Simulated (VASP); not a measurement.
Set up this calculation in VASP 6.6.1, as the native input.

* Task: single point
* Functional: PBEsol
* Potentials or basis: VASP PAW PBE potentials, release 64 (In_d, Sb)
* Cutoff: 520 eV
* k mesh: 14 × 14 × 14
* Occupations: gaussian, width 0.15 eV
* Spin: no spin polarisation
* Dipole correction: no
* Further INCAR settings: ALGO = Normal; EDIFF = 1e-06; NBANDS = 16

The structure of InSb lies in POSCAR:

```
InSb
1.0
    0.0000000000      3.1503508250      3.2271886500
    3.1503508250      0.0000000000      3.2271886500
    3.1503508250      3.1503508250      0.0000000000
In Sb
1 1
Direct
    0.0000000000      0.0000000000      0.0000000000
    0.5000000000      0.5000000000      0.5000000000
```

This cell differs from its parent crystal: strain +0.025 along x and y, +0.050 along z.

One way to write it, as run:

INCAR

```
SYSTEM = InSb
  ALGO = Normal
  EDIFF = 1E-6
  ENCUT = 520
  GGA = PS
  ISIF = 2
  ISMEAR = 0
  LASPH = .TRUE.
  LCHARG = .FALSE.
  LREAL = .FALSE.
  LWAVE = .FALSE.
  NBANDS = 16
  NELM = 60
  PREC = Accurate
  SIGMA = 0.15
```

KPOINTS

```
k-points
0
G
  14 14 14
  0 0 0
```

Potentials or basis: VASP PAW PBE potentials, release 64 (In_d, Sb).

Run with:

```console
$ cat potpaw_PBE.64/In_d/POTCAR potpaw_PBE.64/Sb/POTCAR > POTCAR
$ mpirun -np 1 vasp_std > vasp.out
```

Results of the run:

```yaml
Pressure: -5.9 GPa
Band_gap_on_the_k_mesh: zero (band 9 reaches 5.88 eV, above the bottom of band 10 at 3.59 eV)
```

Caveat: the cell differs from its parent crystal (strain +0.025 along x and y, +0.050 along z); the PAW data sets were made with another functional, which shifts forces and pressure a little; spin-orbit coupling is left out, which moves the levels of the heavy elements.

Run time: 4.4 min on 1 thread of AMD EPYC 7R13 Processor (Zen 3) (shared host), peak memory 0.37 GiB.
